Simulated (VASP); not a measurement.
Here is a VASP 6.6.1 calculation.

File INCAR:

```
SYSTEM = Ag
  PREC = Accurate
  ENCUT = 520
  EDIFF = 1E-6
  ISMEAR = 0
  SIGMA = 0.1
  LREAL = .False.
  LASPH = .True.
  NELM = 60
  ALGO = Normal
  ISIF = 2
  LWAVE = .False.
  LCHARG = .False.
  GGA = PE
  NBANDS = 12
```

File KPOINTS:

```
Automatic mesh
0
Gamma
  18 18 18
  0 0 0
```

POSCAR

```
Ag
1.0
    0.0000000000      2.0737491127      2.0737491127
    2.0737491127      0.0000000000      2.0737491127
    2.0737491127      2.0737491127      0.0000000000
Ag
1
Direct
    0.0000000000      0.0000000000      0.0000000000
```

Potentials or basis: VASP PAW PBE potentials, release 64 (Ag).

Launch:

```bash
$ cat potpaw_PBE.64/Ag/POTCAR > POTCAR
$ mpirun -np 1 vasp_std > vasp.out
```

(1) Estimate the pressure.

(2) Predict the band gap on the k mesh.

Results:

(1) -0.1 GPa.

(2) zero (an odd number of electrons rules out a gap without spin polarisation).
